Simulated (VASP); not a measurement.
# PbO2 (P-1) in VASP: single point with PBE

Aim: the single point of PbO2 with PBE.

Everything below comes from runs of VASP 6.6.1. Logs are shortened: lines on timing, memory, paths and dates and some standing lists are left out, and cuts for length are marked.

## 1. The cell of the first run

The typed cell holds 3 atoms: a = 3.579 Å, b = 3.478 Å, c = 3.685 Å, α = 60.07°, β = 65.72°, γ = 63.54°.

## 2. Single point, PBE

INCAR reads:

```
SYSTEM = PbO2
PREC = Accurate
ENCUT = 600
EDIFF = 1E-6
ISMEAR = 0
SIGMA = 0.1
LREAL = .False.
LASPH = .True.
NELM = 120
ALGO = Normal
ISIF = 2
LWAVE = .False.
LCHARG = .False.
GGA = PE
NBANDS = 20
GGA_COMPAT = .False.
```

KPOINTS reads:

```
Automatic mesh
0
Gamma
  2 2 2
  0.09 0.68 0.92
```

POSCAR reads:

```
PbO2
1.0
   -0.1756186940      2.5180110007      2.5372838678
    2.5390180262     -0.0156538573      2.3773190311
    2.6915853747      2.5106135125     -0.1682212058
Pb O
1 2
Direct
    0.0000000000      0.0000000000      0.0000000000
    0.2500000000      0.2500000000      0.2500000000
    0.7500000000      0.7500000000      0.7500000000
```

Potentials or basis: VASP PAW PBE potentials, release 64 (Pb_d, O).

Started as:

```bash
$ cat potpaw_PBE.64/Pb_d/POTCAR potpaw_PBE.64/O/POTCAR > POTCAR
$ mpirun -np 1 vasp_std > vasp.out
```

OUTCAR:

```text
SYSTEM = PbO2
   PREC = Accurate
   ENCUT = 600
   EDIFF = 1E-6
   ISMEAR = 0
   LREAL = .False.
   LASPH = .True.
   NELM = 120
   ISIF = 2
   GGA = PE

 ion  position               nearest neighbor table
   1  0.000  0.000  0.000-   2 2.14   3 2.14   3 2.16   2 2.16   2 2.34   3 2.34   3 2.34   2 2.34

   2  0.250  0.250  0.250-   1 2.14   1 2.16   1 2.34   1 2.34
   3  0.750  0.750  0.750-   1 2.14   1 2.16   1 2.34   1 2.34

  LATTYP: Found a triclinic cell.
 ALAT       =     3.5789706273
 B/A-ratio  =     1.4094381660
 C/A-ratio  =     2.3521703011
 COS(alpha) =     0.0001182689
 COS(beta)  =     0.6744397391
 COS(gamma) =     0.7026129038

  Lattice vectors:

 A1 = (  -0.1756186940,   2.5180110007,   2.5372838678)
 A2 = (  -0.0230513455,   5.0442783705,  -0.0082563691)
 A3 = (  -3.1953901112,  -0.0008588809,   7.7883291783)

Analysis of symmetry for initial positions (statically):
=====================================================================
 Subroutine PRICEL returns:
 Original cell was already a primitive cell.

 Routine SETGRP: Setting up the symmetry group for a
 triclinic supercell.

 Subroutine GETGRP returns: Found  2 space group operations
 (whereof  2 operations were pure point group operations)
 out of a pool of  2 trial point group operations.

The static configuration has the point symmetry S_2 .

Analysis of symmetry for dynamics (positions and initial velocities):
=====================================================================
 Subroutine PRICEL returns:
 Original cell was already a primitive cell.

 Routine SETGRP: Setting up the symmetry group for a
 triclinic supercell.

 Subroutine GETGRP returns: Found  2 space group operations
 (whereof  2 operations were pure point group operations)
 out of a pool of  2 trial point group operations.

The dynamic configuration has the point symmetry S_2 .

 Subroutine INISYM returns: Found  2 space group operations
 (whereof  2 operations are pure point group operations),
 and found     1 'primitive' translations

----------------------------------------------------------------------------------------

                                     Primitive cell

  volume of cell :      34.5162

  direct lattice vectors                    reciprocal lattice vectors
    -0.175618694  2.518011001  2.537283868    -0.172843603  0.197758832  0.185902147
     2.539018026 -0.015653857  2.377319031     0.196827332 -0.197002651  0.209129695
     2.691585375  2.510613512 -0.168221206     0.174580117  0.198739165 -0.185145966

  length of vectors
     3.578970627  3.478290292  3.684577372     0.321781098  0.348261788  0.322884657

  position of ions in fractional coordinates (direct lattice)
     0.000000000  0.000000000  0.000000000
     0.250000000  0.250000000  0.250000000
     0.750000000  0.750000000  0.750000000

  ion indices of the primitive-cell ions
   primitive index   ion index
                 1           1
                 2           2
                 3           3

----------------------------------------------------------------------------------------

 KPOINTS: Automatic mesh

Automatic generation of k-mesh.
 Grid dimensions read from file:
 generate k-points for:    2    2    2

 Generating k-lattice:

  Cartesian coordinates                     Fractional coordinates (reciprocal lattice)
    -0.086421801  0.098879416  0.092951073     0.500000000 -0.000000000  0.000000000
     0.098413666 -0.098501326  0.104564848     0.000000000  0.500000000 -0.000000000
     0.087290058  0.099369583 -0.092572983     0.000000000  0.000000000  0.500000000

  Length of vectors
     0.160890549  0.174130894  0.161442328

  Shift w.r.t. Gamma in fractional coordinates (k-lattice)
     0.090000000  0.680000000  0.920000000

 Subroutine IBZKPT returns following result:
 ===========================================

 Found      8 irreducible k-points:

 Following reciprocal coordinates:
            Coordinates               Weight
  0.045000 -0.160000 -0.040000      2.000000
 -0.455000 -0.160000 -0.040000      2.000000
  0.045000  0.340000 -0.040000      2.000000
 -0.455000  0.340000 -0.040000      2.000000
  0.045000 -0.160000  0.460000      2.000000
 -0.455000 -0.160000  0.460000      2.000000
  0.045000  0.340000  0.460000      2.000000
 -0.455000  0.340000  0.460000      2.000000
   k-points           NKPTS =      8   k-points in BZ     NKDIM =      8   number of bands    NBANDS=     20
   number of dos      NEDOS =    301   number of ions     NIONS =      3
   total plane-waves  NPLWV =  25200
   dimension x,y,z NGX =    30 NGY =   28 NGZ =   30
   dimension x,y,z NGXF=    60 NGYF=   56 NGZF=   60
   ions per type =               1   2
   NGX,Y,Z   is equivalent  to a cutoff of  13.94, 13.38, 13.54 a.u.
   NGXF,Y,Z  is equivalent  to a cutoff of  27.87, 26.77, 27.07 a.u.
 SYSTEM =  PbO2
   PREC   = accura    normal or accurate (medium, high low for compatibility)
   ISTART =      0    job   : 0-new  1-cont  2-samecut
   ICHARG =      2    charge: 1-file 2-atom 10-const
   ISPIN  =      1    spin polarized calculation?
   LNONCOLLINEAR =      F non collinear calculations
   LSORBIT =      F    spin-orbit coupling
   LASPH  =      T    aspherical Exc in radial PAW
   ENCUT  =  600.0 eV  44.10 Ry    6.64 a.u.   7.15  6.95  7.36*2*pi/ulx,y,z
   NELM   =    120;   NELMIN=  2; NELMDL= -5     # of ELM steps
   EDIFF  = 0.1E-05   stopping-criterion for ELM
   LREAL  =      F    real-space projection
   EDIFFG = 0.1E-04   stopping-criterion for IOM
   NSW    =      0    number of steps for IOM
   IBRION =     -1    ionic relax: 0-MD 1-quasi-New 2-CG
   NFREE  =      0    steps in history (QN), initial steepest desc. (CG)
   ISIF   =      2    stress and relaxation
   ISYM   =      2    0-nonsym 1-usesym 2-fastsym
   POTIM  = 0.5000    time-step for ionic-motion
   TEBEG  =    0.0;   TEEND  =   0.0 temperature during run
   PSTRESS=    0.0 pullay stress
   NELECT =      26.0000    total number of electrons
   NUPDOWN=      -1.0000    fix difference up-down
   EMIN   =  10.00;   EMAX   =-10.00  energy-range for DOS
   EFERMI =   0.00;   METHOD = LEGACY
   ISMEAR =     0;   SIGMA  =   0.10  broadening in eV -4-tet -1-fermi 0-gaus
   EFERMI_NEDOS =   21; number of points for ismear=-14 and -15
   IALGO  =     38    algorithm
   IMIX   =      4    mixing-type and parameters
     AMIX     =   0.40;   BMIX     =  1.00
     AMIX_MAG =   1.60;   BMIX_MAG =  1.00
  volume/ion in A,a.u.               =      11.51        77.64
  Fermi-wavevector in a.u.,A,eV,Ry     =   1.489562  2.814863 30.188525  2.218794
  Thomas-Fermi vector in A             =   2.602454
   LORBIT       =      0    0 simple, 1 ext, 2 COOP (PROOUT), +10 PAW based schemes
   GGA     = PE    functional components
   LHFCALC =     F    Hartree Fock is set to
   AEXX    =    0.0000 exact exchange contribution
   IVDW    =     0    specifies the selected vdW correction
   LEPSILON=     F    determine dielectric tensor
   LRPA    =     F    only Hartree local field effects (RPA)
 non-spin polarized calculation
 Gauss-broadening in eV      SIGMA  =   0.10
  energy-cutoff  :      600.00
  volume of cell :       34.52
 maximum number of plane-waves:      1162
 NGX is ok and might be reduce to    30
   NGX = 15   NGY = 13   NGZ = 15

 number of electron      26.0000000 magnetization

 Free energy of the ion-electron system (eV)
  ---------------------------------------------------
  ext. energy  EPLUGINS =         0.00000000
  ---------------------------------------------------
  free energy    TOTEN  =       -15.09589964 eV

  energy without entropy =      -15.09589964  energy(sigma->0) =      -15.09589964

 E-fermi :   7.9849     XC(G=0): -11.8821

 val. band max:        7.4358950600   @ k =  -0.4550  -0.1600   0.4600
 cond. band min:       8.6410164575   @ k =   0.0450  -0.1600  -0.0400
 fundamental gap:      1.2051213974
 Fermi energy:         7.9849407093

 k-point     1 :       0.0450   -0.1600   -0.0400
  band No.  band energies     occupation
      1     -12.0208      2.00000
      2      -9.8160      2.00000
      3      -8.4229      2.00000
      4      -8.3617      2.00000
      5      -8.1074      2.00000
      6      -8.0846      2.00000
      7      -7.2238      2.00000
      8       2.6420      2.00000
      9       4.4579      2.00000
     10       4.6037      2.00000
     11       5.2664      2.00000
     12       6.1313      2.00000
     13       6.5642      2.00000
     14       8.6410      0.00000
     15      14.2974      0.00000
     16      15.0205      0.00000
     17      16.4262      0.00000
     18      22.1000      0.00000
     19      23.1688      0.00000
     20      24.4345      0.00000

 k-point     2 :      -0.4550   -0.1600   -0.0400
  band No.  band energies     occupation
      1     -11.3658      2.00000
      2     -10.4520      2.00000
      3      -8.3492      2.00000
      4      -8.2171      2.00000
      5      -8.0521      2.00000
      6      -7.8846      2.00000
      7      -6.8632      2.00000
      8       0.6815      2.00000
      9       3.5356      2.00000
     10       3.7049      2.00000
     11       5.0492      2.00000
     12       6.2490      2.00000
     13       6.3754      2.00000
     14      10.3900      0.00000
     15      14.5045      0.00000
     16      17.3025      0.00000
     17      18.6124      0.00000
     18      20.7143      0.00000
     19      23.7602      0.00000
     20      25.8208      0.00000

 k-point     3 :       0.0450    0.3400   -0.0400
  band No.  band energies     occupation
      1     -11.3923      2.00000
      2     -10.4570      2.00000
      3      -8.3500      2.00000
      4      -8.3026      2.00000
      5      -8.0896      2.00000
      6      -7.9902      2.00000
      7      -6.3898      2.00000
      8       0.7946      2.00000
      9       3.6194      2.00000
     10       4.0173      2.00000
     11       4.7350      2.00000
     12       5.8233      2.00000
     13       6.0391      2.00000
     14      10.4823      0.00000
     15      14.5503      0.00000
     16      16.5548      0.00000
     17      18.1581      0.00000
     18      21.9976      0.00000
     19      23.9535      0.00000
     20      24.6239      0.00000

 k-point     4 :      -0.4550    0.3400   -0.0400
  band No.  band energies     occupation
      1     -11.1171      2.00000
      2     -10.6311      2.00000
      3      -8.2832      2.00000
      4      -8.1212      2.00000
      5      -8.0288      2.00000
      6      -7.6229      2.00000
      7      -6.2609      2.00000
      8      -1.0565      2.00000
      9       2.2266      2.00000
     10       2.7467      2.00000
     11       5.9043      2.00000
     12       7.0837      2.00000
     13       7.3849      2.00000
     14      10.1413      0.00000
     15      14.9865      0.00000
     16      17.0348      0.00000
     17      18.7172      0.00000
     18      19.7563      0.00000
     19      24.2523      0.00000
     20      25.0130      0.00000

 k-point     5 :       0.0450   -0.1600    0.4600
  band No.  band energies     occupation
      1     -11.2845      2.00000
      2     -10.4858      2.00000
      3      -8.2827      2.00000
      4      -8.1844      2.00000
      5      -8.0708      2.00000
      6      -7.6576      2.00000
      7      -6.9621      2.00000
      8      -0.0820      2.00000
      9       3.0614      2.00000
     10       4.1359      2.00000
     11       4.8241      2.00000
     12       6.3286      2.00000
     13       6.5090      2.00000
     14      10.7795      0.00000
     15      15.2662      0.00000
     16      17.3066      0.00000
     17      19.0623      0.00000
     18      20.0010      0.00000
     19      23.9697      0.00000
     20      25.5935      0.00000

 k-point     6 :      -0.4550   -0.1600    0.4600
  band No.  band energies     occupation
      1     -11.0923      2.00000
      2     -10.6783      2.00000
      3      -8.2856      2.00000
      4      -8.0833      2.00000
      5      -8.0001      2.00000
      6      -7.7670      2.00000
      7      -6.2127      2.00000
      8      -0.9144      2.00000
      9       2.0604      2.00000
     10       2.8190      2.00000
     11       5.8649      2.00000
     12       7.0810      2.00000
     13       7.4359      2.00000
     14      10.0995      0.00000
     15      14.7900      0.00000
     16      17.7735      0.00000
     17      18.1620      0.00000
     18      19.9910      0.00000
     19      23.9631      0.00000
     20      25.0972      0.00000

 k-point     7 :       0.0450    0.3400    0.4600
  band No.  band energies     occupation
      1     -11.0201      2.00000
      2     -10.8199      2.00000
      3      -8.2432      2.00000
      4      -8.1619      2.00000
      5      -8.0600      2.00000
      6      -7.9363      2.00000
      7      -6.1304      2.00000
      8      -0.9987      2.00000
      9       2.6901      2.00000
     10       2.8461      2.00000
     11       6.3386      2.00000
     12       6.8801      2.00000
     13       7.2018      2.00000
     14      10.5031      0.00000
     15      14.5098      0.00000
     16      18.0272      0.00000
     17      18.5253      0.00000
     18      19.1123      0.00000
     19      24.3538      0.00000
     20      25.2068      0.00000

 k-point     8 :      -0.4550    0.3400    0.4600
  band No.  band energies     occupation
      1     -11.2184      2.00000
      2     -10.5463      2.00000
      3      -8.2743      2.00000
      4      -8.1857      2.00000
      5      -8.0128      2.00000
      6      -7.6591      2.00000
      7      -6.4989      2.00000
      8      -0.4446      2.00000
      9       3.0047      2.00000
     10       3.8222      2.00000
     11       4.3407      2.00000
     12       6.1929      2.00000
     13       6.4968      2.00000
     14      10.9873      0.00000
     15      15.3674      0.00000
     16      17.6432      0.00000
     17      18.4607      0.00000
     18      20.6090      0.00000
     19      23.0746      0.00000
     20      26.0204      0.00000

------------------------ aborting loop because EDIFF is reached ----------------------------------------

  FORCE on cell =-STRESS in cart. coord.  units (eV):
  Direction    XX          YY          ZZ          XY          YZ          ZX
  --------------------------------------------------------------------------------------
  -------------------------------------------------------------------------------------
  Total        3.0213870      7.6536647      7.4048671      0.4495950      0.2586334      1.0894038
  in kB      140.2473215    355.2692734    343.7205401     20.8693876     12.0052940     50.5681532
  external PRESSURE =     279.7457117 kB  Pullay stress =       0.0000000 kB

 VOLUME and BASIS-vectors are now :
 -----------------------------------------------------------------------------
  energy-cutoff  :      600.00
  volume of cell :       34.52
      direct lattice vectors                 reciprocal lattice vectors
    -0.175618694  2.518011001  2.537283868    -0.172843603  0.197758832  0.185902147
     2.539018026 -0.015653857  2.377319031     0.196827332 -0.197002651  0.209129695
     2.691585375  2.510613512 -0.168221206     0.174580117  0.198739165 -0.185145966

 POSITION                                       TOTAL-FORCE (eV/Angst)
 -----------------------------------------------------------------------------------
      0.00000      0.00000      0.00000         0.000000      0.000000      0.000000
      1.26375      1.25324      1.18660         0.073772      0.900776      0.069485
      3.79124      3.75973      3.55979        -0.073772     -0.900776     -0.069485
 -----------------------------------------------------------------------------------
    total drift:                                0.000000     -0.000000     -0.000000

  FREE ENERGIE OF THE ION-ELECTRON SYSTEM (eV)
  ---------------------------------------------------
  free  energy   TOTEN  =       -15.0958996357 eV

  energy  without entropy=      -15.0958996357  energy(sigma->0) =      -15.09589964
```

It took 18 s on 1 thread of Intel Xeon Platinum 8259CL at 2.50GHz (Skylake/Cascade Lake), shared host; peak memory 0.16 GiB.

Results:

* Free energy: -15.0959 eV
* Pressure: 28.0 GPa
* Largest force: 0.906 eV/Å
* Band gap on the k mesh: 1.21 eV (least direct gap 2.08 eV)

Forces in eV/Å, atoms in the order of the input:
```
Pb   0.000  0.000  0.000
O    0.074  0.901  0.069
O   -0.074 -0.901 -0.069
```

Stress tensor (GPa, compression positive):
```
14.02  2.09  5.06
 2.09 35.53  1.20
 5.06  1.20 34.37
```

Levels at points of the mesh, in eV from the valence-band top:
| k point | band 10 | band 11 | band 12 | band 13 | band 14 | band 15 | band 16 | band 17 |
| --- | --- | --- | --- | --- | --- | --- | --- | --- |
| (0.04, -0.16, -0.04) | -2.83 | -2.17 | -1.30 | -0.87 | 1.21 | 6.86 | 7.58 | 8.99 |

Caveat: the k points lie up to 1.09 Å⁻¹ apart; spin-orbit coupling is left out, which moves the levels of the heavy elements; a shifted mesh leaves out Γ, where band edges can lie.
